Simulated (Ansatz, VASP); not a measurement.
## Cr: VASP beside Ansatz

```
Cr
1.0
     0.00000    1.89548    1.89548
     1.89548    0.00000    1.89548
     1.89548    1.89548    0.00000
Cr
1
Cartesian
  0.0000 0.0000 0.0000
```

Alike in both runs: task single point; functional RPBE; k mesh 17 × 17 × 17; occupations fermi-dirac, width 0.1 eV; no spin polarisation.

|  | VASP | Ansatz |
| --- | --- | --- |
| version | VASP 6.6.1 | Ansatz 0.2.0 |
| potentials or method | VASP PAW PBE potentials, release 64 (Cr_pv), cutoff 520 eV | plane waves (420 eV) with PAW, scalar-relativistic |
| valence electrons in the cell | 12 | 14 |

VASP gave:

```
pressure (GPa) : -20.0
```

Task: Which values does Ansatz return?

Result: Pressure (GPa): -19.9.

VASP's potentials were made for PBE, not for RPBE. VASP's potentials hold 12 valence electrons a cell and Ansatz's 14, so a difference there can come from the potentials and not from the codes.
